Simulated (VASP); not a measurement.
BAs, 2 atoms in the cell. Symmetry: F-43m, No. 216, cubic system. Conventional cell: a = 4.777 Å, b = 4.777 Å, c = 4.777 Å, α = 90.00°, β = 90.00°, γ = 90.00°. B (site symmetry -43m) has 4 As at 2.07 Å within 2.7 Å. Within 2.7 Å of As (site symmetry -43m) lie 4 B at 2.07 Å. 

```yaml
Program: VASP 6.6.1
Task: single point
Functional: r2SCAN
Potentials_or_basis: VASP PAW PBE potentials, release 64 (B, As)
Cutoff: 520 eV
k_mesh: 6 × 6 × 6
Occupations: gaussian, width 0.01 eV
Spin: no spin polarisation
Dipole_correction: no
Further_INCAR_settings: ALGO = Normal; EDIFF = 1e-07; NBANDS = 11
```

Potentials or basis: VASP PAW PBE potentials, release 64 (B, As).

Launch:

```bash
$ cat potpaw_PBE.64/B/POTCAR potpaw_PBE.64/As/POTCAR > POTCAR
$ cp INCAR.step1 INCAR
$ mpirun -np 1 vasp_std > vasp.out
$ cp INCAR.step2 INCAR
$ mpirun -np 1 vasp_std > vasp.out
```

Hardware: 1 thread of Intel(R) Xeon(R) Platinum 8259CL CPU @ 2.50GHz (Skylake/Cascade Lake), on a shared host.

Estimate the wall time of this run.

Wall time 49 s on 1 thread of Intel(R) Xeon(R) Platinum 8259CL CPU @ 2.50GHz (Skylake/Cascade Lake) (shared host), peak memory 0.16 GiB. Counts: k points 16.
